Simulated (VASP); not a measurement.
# Ir (P6_3/mmc) in VASP: relaxation of cell and atoms with PBE

Aim: the relaxation of cell and atoms of Ir with PBE.

Everything below comes from runs of VASP 6.6.1. Logs are shortened: lines on timing, memory, paths and dates and some standing lists are left out, and cuts for length are marked.

## 1. The cell of the first run

Symmetry: P6_3/mmc, No. 194, hexagonal system. The conventional cell has a = 2.748 Å, b = 2.748 Å, c = 8.907 Å, α = 90.00°, β = 90.00°, γ = 120.00°. Within 3.6 Å of Ir (site symmetry -3m) lie 12 Ir at 2.73 to 2.75 Å. Ir (site symmetry -6m2) has 12 Ir at 2.73 to 2.75 Å within 3.6 Å.

This isn't the form of Ir at room conditions, which is fcc.

## 2. Relaxation of cell and atoms, PBE

INCAR

```
PREC = Accurate ; ENCUT = 600
EDIFF = 1E-7 ; ISMEAR = 0
SIGMA = 0.1 ; LREAL = F
LASPH = T ; NELM = 60
ALGO = Fast ; ISIF = 3
LWAVE = F ; LCHARG = F
GGA = PE ; IBRION = 2
NSW = 65 ; EDIFFG = -0.01
```

KPOINTS

```
regular mesh
0
Gamma
  18 18 5
```

POSCAR

```
Ir
1.0
    2.7480528853      0.0000000000      0.0000000000
   -1.3740264427      2.3798836096      0.0000000000
    0.0000000000      0.0000000000      8.9067998385
Ir
4
Direct
    0.0000000000      0.0000000000      0.0000000000
    0.3333333333      0.6666666667      0.2500000000
    0.0000000000      0.0000000000      0.5000000000
    0.6666666667      0.3333333333      0.7500000000
```

Potentials or basis: VASP PAW PBE potentials, release 64 (Ir).

The run is started by

```bash
$ cat potpaw_PBE.64/Ir/POTCAR > POTCAR
$ mpirun -np 1 vasp_std > vasp.out
```

OUTCAR:

```text
PREC = Accurate
   ENCUT = 600
   EDIFF = 1E-7
   ISMEAR = 0
   LREAL = F
   LASPH = T
   NELM = 60
   ISIF = 3
   GGA = PE
   IBRION = 2
   NSW = 65
   EDIFFG = -0.01

 ion  position               nearest neighbor table
   1  0.000  0.000  0.000-   2 2.73   4 2.73   4 2.73   2 2.73   4 2.73   2 2.73
   2  0.333  0.667  0.250-   1 2.73   3 2.73   1 2.73   3 2.73   1 2.73   3 2.73
   3  0.000  0.000  0.500-   2 2.73   4 2.73   4 2.73   2 2.73   4 2.73   2 2.73
   4  0.667  0.333  0.750-   1 2.73   3 2.73   1 2.73   3 2.73   1 2.73   3 2.73

  LATTYP: Found a hexagonal cell.
 ALAT       =     2.7480528853
 C/A-ratio  =     3.2411311610

  Lattice vectors:

 A1 = (   2.7480528853,   0.0000000000,   0.0000000000)
 A2 = (  -1.3740264427,   2.3798836096,   0.0000000000)
 A3 = (   0.0000000000,   0.0000000000,   8.9067998385)

Analysis of symmetry for initial positions (statically):
=====================================================================
 Subroutine PRICEL returns:
 Original cell was already a primitive cell.

 Routine SETGRP: Setting up the symmetry group for a
 hexagonal supercell.

 Subroutine GETGRP returns: Found 24 space group operations
 (whereof 12 operations were pure point group operations)
 out of a pool of 24 trial point group operations.

The static configuration has the point symmetry D_3d.
 The point group associated with its full space group is D_6h.

Analysis of symmetry for dynamics (positions and initial velocities):
=====================================================================
 Subroutine PRICEL returns:
 Original cell was already a primitive cell.

 Routine SETGRP: Setting up the symmetry group for a
 hexagonal supercell.

 Subroutine GETGRP returns: Found 24 space group operations
 (whereof 12 operations were pure point group operations)
 out of a pool of 24 trial point group operations.

The dynamic configuration has the point symmetry D_3d.
 The point group associated with its full space group is D_6h.

 Subroutine INISYM returns: Found 24 space group operations
 (whereof 12 operations are pure point group operations),
 and found     1 'primitive' translations

----------------------------------------------------------------------------------------

                                     Primitive cell

  volume of cell :      58.2509

  direct lattice vectors                    reciprocal lattice vectors
     2.748052885  0.000000000  0.000000000     0.363894016  0.210094308  0.000000000
    -1.374026443  2.379883610  0.000000000     0.000000000  0.420188616  0.000000000
     0.000000000  0.000000000  8.906799838     0.000000000  0.000000000  0.112273770

  length of vectors
     2.748052885  2.748052885  8.906799838     0.420188616  0.420188616  0.112273770

  position of ions in fractional coordinates (direct lattice)
     0.000000000  0.000000000  0.000000000
     0.333333333  0.666666667  0.250000000
     0.000000000  0.000000000  0.500000000
     0.666666667  0.333333333  0.750000000

  ion indices of the primitive-cell ions
   primitive index   ion index
                 1           1
                 2           2
                 3           3
                 4           4

----------------------------------------------------------------------------------------

 KPOINTS: regular mesh

Automatic generation of k-mesh.
 Grid dimensions read from file:
 generate k-points for:   18   18    5

 Generating k-lattice:

  Cartesian coordinates                     Fractional coordinates (reciprocal lattice)
     0.020216334  0.011671906  0.000000000     0.055555556  0.000000000  0.000000000
     0.000000000  0.023343812  0.000000000     0.000000000  0.055555556  0.000000000
     0.000000000  0.000000000  0.022454754     0.000000000  0.000000000  0.200000000

  Length of vectors
     0.023343812  0.023343812  0.022454754

  Shift w.r.t. Gamma in fractional coordinates (k-lattice)
     0.000000000  0.000000000  0.000000000

 Subroutine IBZKPT returns following result:
 ===========================================

 Found    111 irreducible k-points:

 Following reciprocal coordinates:
            Coordinates               Weight
  0.000000  0.000000  0.000000      1.000000
  0.055556  0.000000  0.000000      6.000000
  0.111111  0.000000  0.000000      6.000000
  0.166667  0.000000  0.000000      6.000000
  0.222222  0.000000  0.000000      6.000000
  0.277778  0.000000  0.000000      6.000000
[... 16 lines left out ...]
  0.333333  0.111111  0.000000     12.000000
  0.388889  0.111111  0.000000     12.000000
 [... further k-points ...]
   k-points           NKPTS =    111   k-points in BZ     NKDIM =    111   number of bands    NBANDS=     22
   number of dos      NEDOS =    301   number of ions     NIONS =      4
   total plane-waves  NPLWV =  41472
   dimension x,y,z NGX =    24 NGY =   24 NGZ =   72
   dimension x,y,z NGXF=    48 NGYF=   48 NGZF=  144
   ions per type =               4
   NGX,Y,Z   is equivalent  to a cutoff of  14.52, 14.52, 13.44 a.u.
   NGXF,Y,Z  is equivalent  to a cutoff of  29.04, 29.04, 26.88 a.u.
 SYSTEM =  unknown system
   PREC   = accura    normal or accurate (medium, high low for compatibility)
   ISTART =      0    job   : 0-new  1-cont  2-samecut
   ICHARG =      2    charge: 1-file 2-atom 10-const
   ISPIN  =      1    spin polarized calculation?
   LNONCOLLINEAR =      F non collinear calculations
   LSORBIT =      F    spin-orbit coupling
   LASPH  =      T    aspherical Exc in radial PAW
   ENCUT  =  600.0 eV  44.10 Ry    6.64 a.u.   5.49  5.49 17.79*2*pi/ulx,y,z
   NELM   =     60;   NELMIN=  2; NELMDL= -5     # of ELM steps
   EDIFF  = 0.1E-06   stopping-criterion for ELM
   LREAL  =      F    real-space projection
   EDIFFG = -.1E-01   stopping-criterion for IOM
   NSW    =     65    number of steps for IOM
   IBRION =      2    ionic relax: 0-MD 1-quasi-New 2-CG
   NFREE  =      1    steps in history (QN), initial steepest desc. (CG)
   ISIF   =      3    stress and relaxation
   ISYM   =      2    0-nonsym 1-usesym 2-fastsym
   POTIM  = 0.5000    time-step for ionic-motion
   TEBEG  =    0.0;   TEEND  =   0.0 temperature during run
   PSTRESS=    0.0 pullay stress
   NELECT =      36.0000    total number of electrons
   NUPDOWN=      -1.0000    fix difference up-down
   EMIN   =  10.00;   EMAX   =-10.00  energy-range for DOS
   EFERMI =   0.00;   METHOD = LEGACY
   ISMEAR =     0;   SIGMA  =   0.10  broadening in eV -4-tet -1-fermi 0-gaus
   EFERMI_NEDOS =   21; number of points for ismear=-14 and -15
   IALGO  =     68    algorithm
   IMIX   =      4    mixing-type and parameters
     AMIX     =   0.40;   BMIX     =  1.00
     AMIX_MAG =   1.60;   BMIX_MAG =  1.00
  volume/ion in A,a.u.               =      14.56        98.27
  Fermi-wavevector in a.u.,A,eV,Ry     =   1.394467  2.635160 26.457039  1.944538
  Thomas-Fermi vector in A             =   2.518013
   LORBIT       =      0    0 simple, 1 ext, 2 COOP (PROOUT), +10 PAW based schemes
   GGA     = PE    functional components
   LHFCALC =     F    Hartree Fock is set to
   AEXX    =    0.0000 exact exchange contribution
   IVDW    =     0    specifies the selected vdW correction
   LEPSILON=     F    determine dielectric tensor
   LRPA    =     F    only Hartree local field effects (RPA)
 conjugate gradient relaxation of ions
 non-spin polarized calculation
 RMM-DIIS sequential band-by-band and
 Gauss-broadening in eV      SIGMA  =   0.10
  energy-cutoff  :      600.00
  volume of cell :       58.25
 maximum number of plane-waves:      1987
 NGX is ok and might be reduce to    24
   NGX = 11   NGY = 11   NGZ = 35

--------------------------------------- Ionic step        1  -------------------------------------------

 number of electron      35.9999997 magnetization

 Free energy of the ion-electron system (eV)
  ---------------------------------------------------
  ext. energy  EPLUGINS =         0.00000000
  ---------------------------------------------------
  free energy    TOTEN  =       -35.27598212 eV

  energy without entropy =      -35.25984465  energy(sigma->0) =      -35.26791339

------------------------ aborting loop because EDIFF is reached ----------------------------------------

  FORCE on cell =-STRESS in cart. coord.  units (eV):
  Direction    XX          YY          ZZ          XY          YZ          ZX
  --------------------------------------------------------------------------------------
  -------------------------------------------------------------------------------------
  Total       -0.4640557     -0.4640557      0.5813649      0.0000000      0.0000000      0.0000000
  in kB      -12.7637482    -12.7637482     15.9903101      0.0000000      0.0000000      0.0000000
  external PRESSURE =      -3.1790621 kB  Pullay stress =       0.0000000 kB

 VOLUME and BASIS-vectors are now :
 -----------------------------------------------------------------------------
  energy-cutoff  :      600.00
  volume of cell :       58.25
      direct lattice vectors                 reciprocal lattice vectors
     2.748052885  0.000000000  0.000000000     0.363894016  0.210094308  0.000000000
    -1.374026443  2.379883610  0.000000000     0.000000000  0.420188616  0.000000000
     0.000000000  0.000000000  8.906799838     0.000000000  0.000000000  0.112273770

 POSITION                                       TOTAL-FORCE (eV/Angst)
 -----------------------------------------------------------------------------------
      0.00000      0.00000      0.00000         0.000000      0.000000      0.000000
     -0.00000      1.58659      2.22670         0.000000      0.000000      0.000000
      0.00000      0.00000      4.45340         0.000000      0.000000      0.000000
      1.37403      0.79329      6.68010        -0.000000     -0.000000     -0.000000
 -----------------------------------------------------------------------------------
    total drift:                               -0.000000      0.000000      0.000000

  FREE ENERGIE OF THE ION-ELECTRON SYSTEM (eV)
  ---------------------------------------------------
  free  energy   TOTEN  =       -35.2759821221 eV

  energy  without entropy=      -35.2598446545  energy(sigma->0) =      -35.26791339

--------------------------------------- Ionic step        2  -------------------------------------------

 number of electron      36.0000000 magnetization

 E-fermi :  10.0120     XC(G=0): -13.8415

 val. band max:       10.0071710678   @ k =   0.3889   0.1667   0.0000
 cond. band min:      10.0199038956   @ k =   0.2222   0.1667   0.0000
 fundamental gap:      0.0127328278
 Fermi energy:        10.0119743034

 k-point     1 :       0.0000    0.0000    0.0000
  band No.  band energies     occupation
      1      -0.8728      2.00000
      2       1.2565      2.00000
      3       1.2991      2.00000
      4       2.1278      2.00000
      5       5.7217      2.00000
      6       5.7630      2.00000
[... 14 lines left out ...]
     21       9.6582      2.00000
     22       9.6582      2.00000
[... 673 lines left out ...]
 POSITION                                       TOTAL-FORCE (eV/Angst)
 -----------------------------------------------------------------------------------
     -1.37139      2.37531      0.00000        -0.000000     -0.000000     -0.000000
     -0.00000      1.58354      2.23958         0.000000      0.000000      0.000000
     -1.37139      2.37531      4.47916        -0.000000     -0.000000     -0.000000
      1.37139      0.79177      6.71874         0.000000     -0.000000     -0.000000
 -----------------------------------------------------------------------------------
    total drift:                               -0.000000      0.000000      0.000000

  FREE ENERGIE OF THE ION-ELECTRON SYSTEM (eV)
  ---------------------------------------------------
  free  energy   TOTEN  =       -35.2777087811 eV

  energy  without entropy=      -35.2608057296  energy(sigma->0) =      -35.26925726

--------------------------------------- Ionic step        5  -------------------------------------------

 number of electron      35.9999998 magnetization

 Free energy of the ion-electron system (eV)
  ---------------------------------------------------
  ext. energy  EPLUGINS =         0.00000000
  ---------------------------------------------------
  free energy    TOTEN  =       -35.27834257 eV

  energy without entropy =      -35.26166275  energy(sigma->0) =      -35.27000266

 E-fermi :   9.9602     XC(G=0): -13.8228

 val. band max:        9.9594719002   @ k =   0.3889   0.2222   0.2000
 cond. band min:       9.9624733575   @ k =   0.3889   0.1667   0.0000
 fundamental gap:      0.0030014573
 Fermi energy:         9.9601881126

 k-point     1 :       0.0000    0.0000    0.0000
  band No.  band energies     occupation
      1      -0.8928      2.00000
      2       1.2549      2.00000
      3       1.2986      2.00000
      4       2.1220      2.00000
      5       5.7129      2.00000
      6       5.7553      2.00000
[... 14 lines left out ...]
     21       9.6061      2.00000
     22       9.6061      2.00000
[... 597 lines left out ...]
 POSITION                                       TOTAL-FORCE (eV/Angst)
 -----------------------------------------------------------------------------------
      0.00000      0.00000      0.00000        -0.000000      0.000000      0.000000
     -0.00000      1.58255      2.23565         0.000000     -0.000000     -0.000000
      0.00000      0.00000      4.47130        -0.000000      0.000000      0.000000
      1.37053      0.79128      6.70695        -0.000000      0.000000      0.000000
 -----------------------------------------------------------------------------------
    total drift:                               -0.000000      0.000000      0.000000

  FREE ENERGIE OF THE ION-ELECTRON SYSTEM (eV)
  ---------------------------------------------------
  free  energy   TOTEN  =       -35.2783425686 eV

  energy  without entropy=      -35.2616627519  energy(sigma->0) =      -35.27000266

 reached required accuracy - stopping structural energy minimisation
```

It took 21 min on 1 thread of Intel Xeon 8259CL, shared host; peak memory 0.3 GiB.

What came out:

- Free energy: -35.2783 eV
- Relaxed volume: 14.55 Å³/atom
- Relaxed cell: a = 2.741 Å, b = 2.741 Å, c = 8.943 Å, α = 90.00°, β = 90.00°, γ = 120.00°
- Space group after relaxing (to 0.1 Å): P6_3/mmc (No. 194)
- Energy gained by relaxing: 0.6 meV/atom
- Ionic steps: 5
- Pressure after relaxing: 0.0 GPa

The path:
| step | energy change (eV) | largest force (eV/Å) | pressure (GPa) | volume (Å³) |
| --- | --- | --- | --- | --- |
| 1 | 0.0000 | 0.0000 | -0.32 | 58.25 |
| 2 | 0.0002 | 0.0000 | 1.14 | 58.00 |
| 3 | -0.0023 | 0.0000 | 0.36 | 58.13 |
| 4 | -0.0017 | 0.0000 | -1.02 | 58.36 |
| 5 | -0.0024 | 0.0000 | 0.01 | 58.19 |

Final structure:
```
CELL_PARAMETERS angstrom
2.74106 0.00000 0.00000
-1.37053 2.37383 0.00000
0.00000 0.00000 8.94261
ATOMIC_POSITIONS crystal
Ir 0.00000 0.00000 0.00000
Ir 0.33333 0.66667 0.25000
Ir 0.00000 0.00000 0.50000
Ir 0.66667 0.33333 0.75000
```

Caveat: the highest band is partly filled, so the run has too few bands; spin-orbit coupling is left out, which moves the levels of the heavy elements.
